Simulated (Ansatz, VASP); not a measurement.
## One calculation of AlCl5, two programs

File INCAR:

```
SYSTEM = AlCl5
PREC = Accurate
ENCUT = 520
EDIFF = 1E-6
ISMEAR = 0
SIGMA = 0.1
LREAL = .False.
LASPH = .True.
NELM = 80
ALGO = Normal
ISIF = 2
LWAVE = .False.
LCHARG = .False.
GGA = PE
NBANDS = 28
```

File KPOINTS:

```
Automatic mesh
0
Gamma
  6 6 6
  0 0 0
```

File POSCAR:

```
AlCl5
1.0
    3.3958231908      1.9605794333      3.2641361950
   -3.3958231908      1.9605794333      3.2641361950
    0.0000000000     -3.9211588666      3.2641361950
Al Cl
1 5
Direct
    0.5000000000      0.5000000000      0.5000000000
    0.5000000000      0.5000000000      0.0000000000
    0.0000000000      0.5000000000      0.5000000000
    0.5000000000      0.0000000000      0.5000000000
    0.1005780364      0.1005780364      0.1005780364
    0.8994219636      0.8994219636      0.8994219636
```

Input for Ansatz:

```yaml
crystal:
  lattice:
    - [3.3958231908, 1.9605794333, 3.264136195]
    - [-3.3958231908, 1.9605794333, 3.264136195]
    - [0.0, -3.9211588666, 3.264136195]
  atoms:
    - { symbol: Al, position: [0.5, 0.5, 0.5] }
    - { symbol: Cl, position: [0.5, 0.5, 0.0] }
    - { symbol: Cl, position: [0.0, 0.5, 0.5] }
    - { symbol: Cl, position: [0.5, 0.0, 0.5] }
    - { symbol: Cl, position: [0.1005780364, 0.1005780364, 0.1005780364] }
    - { symbol: Cl, position: [0.8994219636, 0.8994219636, 0.8994219636] }
basis:
  ecutwfc: 420
kpoints:
  mp_grid: { grid: [6, 6, 6] }
  band_path:
    path:
      - [[0.0, 0.0, 0.0], [0.5, 0.5, 0.5], [0.59281893, 0.40718107, 0.5]]
      - [[0.5, -0.40718107, 0.40718107], [0.5, 0.0, 0.0], [0.0, 0.0, 0.0], [0.45359053, -0.45359053, 0.0]]
      - [[0.54640947, 0.0, 0.45359053], [0.5, 0.0, 0.5], [0.0, 0.0, 0.0]]
    npoints: 14
hamiltonian:
  xc: pbe
scf:
  occupations: { method: gaussian, width: 0.1 }
  n_extra_bands: 15
output:
  forces: true
  stress: true
  eigenvalues: true
  populations: true
  dos: { projected: true, de: 0.02, nscf_kmesh: { grid: [8, 8, 8] } }
  bader: true
  write_density: true
  write_potential: true
  elf: true
  volumetric_format: npy
```

Alike in both runs: task single point; functional PBE; k mesh 6 × 6 × 6; occupations gaussian, width 0.1 eV; no spin polarisation.

```csv
,VASP,Ansatz
version,VASP 6.6.1,Ansatz 0.2.0
potentials or method,"VASP PAW PBE potentials, release 64 (Al, Cl), cutoff 520 eV","scalar-relativistic, plane waves, PAW"
valence electrons in the cell,38,38
```

VASP gave:

```
gap on the k mesh at the Fermi level (eV)                     : none
pressure (GPa)                                                : -0.3
traceless stress, the component that is largest in VASP (GPa) : -0.35
rms of the force components (eV/Å)                            : 0.075
```

Q: What did Ansatz give for the same quantities?

A: gap on the k mesh at the Fermi level (eV): none; pressure (GPa): 0.0; traceless stress, the component that is largest in VASP (GPa): 0.00; rms of the force components (eV/Å): 0.000.

Atom by atom the forces differ by 0.075 eV/Å (rms over components). A gap of «none» marks a metal or a gap that the smearing closes.
